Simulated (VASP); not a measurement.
WC:

```
W C
1.0
     1.64035   -2.11804    0.00000
     1.64035    2.11804    0.00000
     0.00000    0.00000    4.30942
W C
1 1
Direct
  0.50000 0.50000 0.50000
  0.00000 0.00000 0.00000
```

* Program: VASP 6.6.1
* Task: relaxation of cell and atoms
* Functional: PBE
* Dispersion: D3(BJ)
* Potentials or basis: VASP PAW PBE potentials, release 64 (W_sv, C)
* Cutoff: 600 eV
* k mesh: 10 × 10 × 6
* Occupations: fermi-dirac, width 0.05 eV
* Spin: no spin polarisation

At the start: pressure -35.4 GPa; volume 14.97 Å³/atom.

Task: How do energy, volume and symmetry change on relaxing?

Result: Over 18 steps the energy falls by 2022.8 meV/atom and the volume is 11.41 Å³/atom (-23.8 %); space group Cmmm (No. 65, to 0.05 Å).

The path:
| step | energy change (eV) | largest force (eV/Å) | pressure (GPa) | volume (Å³) |
| --- | --- | --- | --- | --- |
| 1 | 0.0000 | 0.0000 | -35.41 | 29.94 |
| 2 | -1.9321 | 0.0000 | 119.32 | 17.38 |
| 3 | -2.5597 | 0.0000 | 27.63 | 20.30 |
| 4 | -2.7103 | 0.0000 | 114.21 | 18.15 |
| 5 | -3.3605 | 0.0000 | 56.08 | 19.23 |
| 6 | -3.8673 | 0.0000 | -21.65 | 24.00 |
| 7 | -3.9760 | 0.0000 | -4.66 | 22.37 |
| 8 | -4.0230 | 0.0000 | 1.46 | 22.33 |
| 9 | -4.0277 | 0.0000 | 4.24 | 22.30 |
| 10 | -4.0422 | 0.0000 | 0.61 | 22.79 |
| 11 | -4.0429 | 0.0000 | -0.60 | 22.96 |
| 12 | -4.0429 | 0.0000 | -0.42 | 22.93 |
| 13 | -4.0452 | 0.0000 | 0.02 | 22.86 |
| 14 | -4.0455 | 0.0000 | 0.28 | 22.82 |
| 15 | -4.0455 | 0.0000 | -0.59 | 22.86 |
| 16 | -4.0455 | 0.0000 | -0.20 | 22.84 |
| 17 | -4.0456 | 0.0000 | -0.08 | 22.82 |
| 18 | -4.0456 | 0.0000 | -0.02 | 22.81 |

Final structure:
```yaml
crystal:
  lattice:
    - [1.47355, -2.57184, 0.00000]
    - [1.47355, 2.57184, 0.00000]
    - [0.00000, 0.00000, 3.00957]
  atoms:
    - { symbol: W, position: [0.50000, 0.50000, 0.50000] }
    - { symbol: C, position: [0.00000, 0.00000, 0.00000] }
```

Caveat: the volume moved by over 15 % at a fixed basis, so the end points are rough; pairwise dispersion overbinds metals, which lowers pressure and volume.
